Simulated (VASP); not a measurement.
# AlN (Fm-3m) in VASP: single point with r2SCAN

Aim: the single point of AlN with r2SCAN.

Program: VASP 6.6.1. These are calculated values, not measurements. Logs are shortened: lines on timing, memory, paths and dates and some standing lists are left out, and cuts for length are marked.

### Step 1. The cell of the first run

The structure is cubic, space group Fm-3m (No. 225). The conventional cell has a = 3.901 Å, b = 3.901 Å, c = 3.901 Å, α = 90.00°, β = 90.00°, γ = 90.00°. Within 2.6 Å of Al (site symmetry m-3m) lie 6 N at 1.95 Å. N (site symmetry m-3m) has 6 Al at 1.95 Å within 2.6 Å.

### Step 2. Single point, r2SCAN

POSCAR

```
AlN
1.0
    0.0000000000      1.9505210000      1.9505210000
    1.9505210000      0.0000000000      1.9505210000
    1.9505210000      1.9505210000      0.0000000000
Al N
1 1
Direct
    0.0000000000      0.0000000000      0.0000000000
    0.5000000000      0.5000000000      0.5000000000
```

INCAR.step1

```
ALGO     = Normal         # electronic algorithm
EDIFF    = 1E-5           # SCF threshold, eV
ENCUT    = 660            # plane-wave cutoff, eV
GGA      = PE             # functional
GGA_COMPAT= F            
ISMEAR   = -1             # smearing method
LASPH    = T              # aspherical terms in the spheres
LCHARG   = F              # write CHGCAR
LREAL    = F              # projectors in reciprocal space
LWAVE    = T              # write WAVECAR
NBANDS   = 11             # bands
NELM     = 120            # most SCF steps
PREC     = Accurate       # precision mode
SIGMA    = 0.1            # smearing width, eV
```

INCAR.step2

```
ALGO     = Normal         # electronic algorithm
EDIFF    = 1E-6           # SCF threshold, eV
ENCUT    = 660            # plane-wave cutoff, eV
GGA_COMPAT= F            
ISIF     = 2              # what is computed and relaxed
ISMEAR   = -1             # smearing method
ISTART   = 1            
LASPH    = T              # aspherical terms in the spheres
LCHARG   = F              # write CHGCAR
LMIXTAU  = T            
LREAL    = F              # projectors in reciprocal space
LWAVE    = F              # write WAVECAR
METAGGA  = R2SCAN         # meta-GGA
NBANDS   = 11             # bands
NELM     = 120            # most SCF steps
PREC     = Accurate       # precision mode
SIGMA    = 0.1            # smearing width, eV
```

KPOINTS

```
k-points
0
Gamma
  11 11 11
```

Potentials or basis: VASP PAW PBE potentials, release 64 (Al, N).

Run with:

```bash
cat potpaw_PBE.64/Al/POTCAR potpaw_PBE.64/N/POTCAR > POTCAR
cp INCAR.step1 INCAR
mpirun -np 1 vasp_std > vasp.out
cp INCAR.step2 INCAR
mpirun -np 1 vasp_std > vasp.out
```

OUTCAR:

```text
EDIFF = 1E-6
   ENCUT = 660
   ISIF = 2
   ISMEAR = -1
   ISTART = 1
   LASPH = T
   LREAL = F
   METAGGA = R2SCAN
   NELM = 120
   PREC = Accurate

 ion  position               nearest neighbor table
   1  0.000  0.000  0.000-   2 1.95   2 1.95   2 1.95   2 1.95   2 1.95   2 1.95
   2  0.500  0.500  0.500-   1 1.95   1 1.95   1 1.95   1 1.95   1 1.95   1 1.95

  LATTYP: Found a face centered cubic cell.
 ALAT       =     3.9010420000

  Lattice vectors:

 A1 = (   0.0000000000,   1.9505210000,   1.9505210000)
 A2 = (   1.9505210000,   0.0000000000,   1.9505210000)
 A3 = (   1.9505210000,   1.9505210000,   0.0000000000)

Analysis of symmetry for initial positions (statically):
=====================================================================
 Subroutine PRICEL returns:
 Original cell was already a primitive cell.

 Routine SETGRP: Setting up the symmetry group for a
 face centered cubic supercell.

 Subroutine GETGRP returns: Found 48 space group operations
 (whereof 48 operations were pure point group operations)
 out of a pool of 48 trial point group operations.

The static configuration has the point symmetry O_h .

Analysis of symmetry for dynamics (positions and initial velocities):
=====================================================================
 Subroutine PRICEL returns:
 Original cell was already a primitive cell.

 Routine SETGRP: Setting up the symmetry group for a
 face centered cubic supercell.

 Subroutine GETGRP returns: Found 48 space group operations
 (whereof 48 operations were pure point group operations)
 out of a pool of 48 trial point group operations.

The dynamic configuration has the point symmetry O_h .

 Subroutine INISYM returns: Found 48 space group operations
 (whereof 48 operations are pure point group operations),
 and found     1 'primitive' translations

----------------------------------------------------------------------------------------

                                     Primitive cell

  volume of cell :      14.8416

  direct lattice vectors                    reciprocal lattice vectors
     0.000000000  1.950521000  1.950521000    -0.256341767  0.256341767  0.256341767
     1.950521000  0.000000000  1.950521000     0.256341767 -0.256341767  0.256341767
     1.950521000  1.950521000  0.000000000     0.256341767  0.256341767 -0.256341767

  length of vectors
     2.758453252  2.758453252  2.758453252     0.443996965  0.443996965  0.443996965

  position of ions in fractional coordinates (direct lattice)
     0.000000000  0.000000000  0.000000000
     0.500000000  0.500000000  0.500000000

  ion indices of the primitive-cell ions
   primitive index   ion index
                 1           1
                 2           2

----------------------------------------------------------------------------------------

 KPOINTS: k-points

Automatic generation of k-mesh.
 Grid dimensions read from file:
 generate k-points for:   11   11   11

 Generating k-lattice:

  Cartesian coordinates                     Fractional coordinates (reciprocal lattice)
    -0.023303797  0.023303797  0.023303797     0.090909091  0.000000000  0.000000000
     0.023303797 -0.023303797  0.023303797     0.000000000  0.090909091  0.000000000
     0.023303797  0.023303797 -0.023303797     0.000000000  0.000000000  0.090909091

  Length of vectors
     0.040363360  0.040363360  0.040363360

  Shift w.r.t. Gamma in fractional coordinates (k-lattice)
     0.000000000  0.000000000  0.000000000

 Subroutine IBZKPT returns following result:
 ===========================================

 Found     56 irreducible k-points:

 Following reciprocal coordinates:
            Coordinates               Weight
  0.000000  0.000000  0.000000      1.000000
  0.090909  0.000000  0.000000      8.000000
  0.181818  0.000000  0.000000      8.000000
  0.272727  0.000000  0.000000      8.000000
  0.363636  0.000000  0.000000      8.000000
  0.454545  0.000000  0.000000      8.000000
[... 16 lines left out ...]
 -0.272727  0.181818  0.000000     24.000000
 -0.181818  0.181818  0.000000     12.000000
 [... further k-points ...]
   k-points           NKPTS =     56   k-points in BZ     NKDIM =     56   number of bands    NBANDS=     11
   number of dos      NEDOS =    301   number of ions     NIONS =      2
   total plane-waves  NPLWV =  13824
   dimension x,y,z NGX =    24 NGY =   24 NGZ =   24
   dimension x,y,z NGXF=    48 NGYF=   48 NGZF=   48
   ions per type =               1   1
   NGX,Y,Z   is equivalent  to a cutoff of  14.46, 14.46, 14.46 a.u.
   NGXF,Y,Z  is equivalent  to a cutoff of  28.93, 28.93, 28.93 a.u.
 SYSTEM =  unknown system
   PREC   = accura    normal or accurate (medium, high low for compatibility)
   ISTART =      1    job   : 0-new  1-cont  2-samecut
   ICHARG =      0    charge: 1-file 2-atom 10-const
   ISPIN  =      1    spin polarized calculation?
   LNONCOLLINEAR =      F non collinear calculations
   LSORBIT =      F    spin-orbit coupling
   LASPH  =      T    aspherical Exc in radial PAW
   ENCUT  =  660.0 eV  48.51 Ry    6.96 a.u.   5.78  5.78  5.78*2*pi/ulx,y,z
   NELM   =    120;   NELMIN=  2; NELMDL=  0     # of ELM steps
   EDIFF  = 0.1E-05   stopping-criterion for ELM
   LREAL  =      F    real-space projection
   EDIFFG = 0.1E-04   stopping-criterion for IOM
   NSW    =      0    number of steps for IOM
   IBRION =     -1    ionic relax: 0-MD 1-quasi-New 2-CG
   NFREE  =      0    steps in history (QN), initial steepest desc. (CG)
   ISIF   =      2    stress and relaxation
   ISYM   =      2    0-nonsym 1-usesym 2-fastsym
   POTIM  = 0.5000    time-step for ionic-motion
   TEBEG  =    0.0;   TEEND  =   0.0 temperature during run
   PSTRESS=    0.0 pullay stress
   NELECT =       8.0000    total number of electrons
   NUPDOWN=      -1.0000    fix difference up-down
   EMIN   =  10.00;   EMAX   =-10.00  energy-range for DOS
   EFERMI =   0.00;   METHOD = LEGACY
   ISMEAR =    -1;   SIGMA  =   0.10  broadening in eV -4-tet -1-fermi 0-gaus
   EFERMI_NEDOS =   21; number of points for ismear=-14 and -15
   IALGO  =     38    algorithm
   IMIX   =      4    mixing-type and parameters
     AMIX     =   0.40;   BMIX     =  1.00
     AMIX_MAG =   1.60;   BMIX_MAG =  1.00
  volume/ion in A,a.u.               =       7.42        50.08
  Fermi-wavevector in a.u.,A,eV,Ry     =   1.332327  2.517733 24.151641  1.775096
  Thomas-Fermi vector in A             =   2.461270
   LORBIT       =      0    0 simple, 1 ext, 2 COOP (PROOUT), +10 PAW based schemes
   METAGGA = R2SCAN    functional components
   LHFCALC =     F    Hartree Fock is set to
   AEXX    =    0.0000 exact exchange contribution
   IVDW    =     0    specifies the selected vdW correction
   LEPSILON=     F    determine dielectric tensor
   LRPA    =     F    only Hartree local field effects (RPA)
 non-spin polarized calculation
  energy-cutoff  :      660.00
  volume of cell :       14.84
 maximum number of plane-waves:       584
   NGX = 11   NGY = 11   NGZ = 11

 number of electron       8.0000001 magnetization

 Free energy of the ion-electron system (eV)
  ---------------------------------------------------
  ext. energy  EPLUGINS =         0.00000000
  ---------------------------------------------------
  free energy    TOTEN  =       -18.74066989 eV

  energy without entropy =      -18.74066989  energy(sigma->0) =      -18.74066989

 E-fermi :  13.2446     XC(G=0): -13.4228

 val. band max:       11.2198032362   @ k =   0.0000   0.0000   0.0000
 cond. band min:      17.0824544895   @ k =   0.4545   0.4545   0.0000
 fundamental gap:      5.8626512533
 Fermi energy:        13.2446466626

 k-point     1 :       0.0000    0.0000    0.0000
  band No.  band energies     occupation
      1      -8.2145      2.00000
      2      11.2198      2.00000
      3      11.2198      2.00000
      4      11.2198      2.00000
      5      19.4412      0.00000
      6      24.4925      0.00000
      7      24.4925      0.00000
      8      24.4925      0.00000
      9      30.5885      0.00000
     10      30.6457      0.00000
     11      30.6457      0.00000

 k-point     2 :       0.0909    0.0000    0.0000
  band No.  band energies     occupation
      1      -8.0232      2.00000
      2      10.3338      2.00000
      3      11.0884      2.00000
      4      11.0884      2.00000
      5      19.9249      0.00000
      6      23.7755      0.00000
      7      24.8129      0.00000
      8      24.8129      0.00000
      9      29.6469      0.00000
     10      29.6469      0.00000
     11      32.0583      0.00000

 k-point     3 :       0.1818    0.0000    0.0000
  band No.  band energies     occupation
      1      -7.4634      2.00000
      2       8.2931      2.00000
      3      10.7594      2.00000
      4      10.7594      2.00000
      5      20.2796      0.00000
      6      23.5666      0.00000
      7      25.3459      0.00000
      8      25.3459      0.00000
      9      28.8222      0.00000
     10      28.8222      0.00000
     11      32.2443      0.00000

 k-point     4 :       0.2727    0.0000    0.0000
  band No.  band energies     occupation
      1      -6.5866      2.00000
      2       5.9164      2.00000
      3      10.3706      2.00000
      4      10.3706      2.00000
      5      19.7296      0.00000
      6      24.8539      0.00000
      7      25.0872      0.00000
      8      25.0872      0.00000
      9      29.7998      0.00000
     10      29.7998      0.00000
     11      31.3651      0.00000
[... 239 lines left out ...]
 k-point    22 :      -0.3636    0.1818    0.0000
  band No.  band energies     occupation
      1      -4.4391      2.00000
      2       3.2447      2.00000
      3       7.3684      2.00000
      4       9.6014      2.00000
      5      20.6411      0.00000
      6      22.7650      0.00000
      7      25.4881      0.00000
      8      26.0399      0.00000
      9      31.8330      0.00000
     10      32.7131      0.00000
     11      34.7678      0.00000

 k-point    23 :      -0.2727    0.1818    0.0000
  band No.  band energies     occupation
      1      -5.3473      2.00000
      2       4.7564      2.00000
      3       7.5453      2.00000
      4      10.0317      2.00000
      5      21.3248      0.00000
      6      23.0494      0.00000
      7      24.7880      0.00000
      8      25.6383      0.00000
      9      29.1423      0.00000
     10      33.2869      0.00000
     11      34.9839      0.00000

 k-point    24 :      -0.1818    0.1818    0.0000
  band No.  band energies     occupation
      1      -6.3029      2.00000
      2       6.3657      2.00000
      3       8.3512      2.00000
      4      10.4722      2.00000
      5      21.8658      0.00000
      6      22.4590      0.00000
      7      24.7420      0.00000
      8      26.1123      0.00000
      9      27.1540      0.00000
     10      32.2068      0.00000
     11      34.9124      0.00000

 [... further k-points ...]

------------------------ aborting loop because EDIFF is reached ----------------------------------------

  FORCE on cell =-STRESS in cart. coord.  units (eV):
  Direction    XX          YY          ZZ          XY          YZ          ZX
  --------------------------------------------------------------------------------------
  -------------------------------------------------------------------------------------
  Total        3.1669298      3.1669298      3.1669298      0.0000000      0.0000000      0.0000000
  in kB      341.8748338    341.8748338    341.8748338      0.0000000      0.0000000      0.0000000
  external PRESSURE =     341.8748338 kB  Pullay stress =       0.0000000 kB

 VOLUME and BASIS-vectors are now :
 -----------------------------------------------------------------------------
  energy-cutoff  :      660.00
  volume of cell :       14.84
      direct lattice vectors                 reciprocal lattice vectors
     0.000000000  1.950521000  1.950521000    -0.256341767  0.256341767  0.256341767
     1.950521000  0.000000000  1.950521000     0.256341767 -0.256341767  0.256341767
     1.950521000  1.950521000  0.000000000     0.256341767  0.256341767 -0.256341767

 POSITION                                       TOTAL-FORCE (eV/Angst)
 -----------------------------------------------------------------------------------
      0.00000      0.00000      0.00000         0.000000     -0.000000     -0.000000
      1.95052      1.95052      1.95052        -0.000000      0.000000      0.000000
 -----------------------------------------------------------------------------------
    total drift:                               -0.000000     -0.000000      0.000000

  FREE ENERGIE OF THE ION-ELECTRON SYSTEM (eV)
  ---------------------------------------------------
  free  energy   TOTEN  =       -18.7406698942 eV

  energy  without entropy=      -18.7406698942  energy(sigma->0) =      -18.74066989
```

Wall time 55 s (1 thread of Intel Xeon 8259CL, shared host); peak memory 0.14 GiB.

Results:

```
Free energy            : -18.7407 eV
Pressure               : 34.2 GPa
Band gap on the k mesh : 5.86 eV (least direct gap 8.22 eV)
```

Caveat: the cell stands under pressure; the PAW data sets were made with another functional, which shifts forces and pressure a little; an odd mesh through Γ misses points on the zone boundary, where band edges can lie.
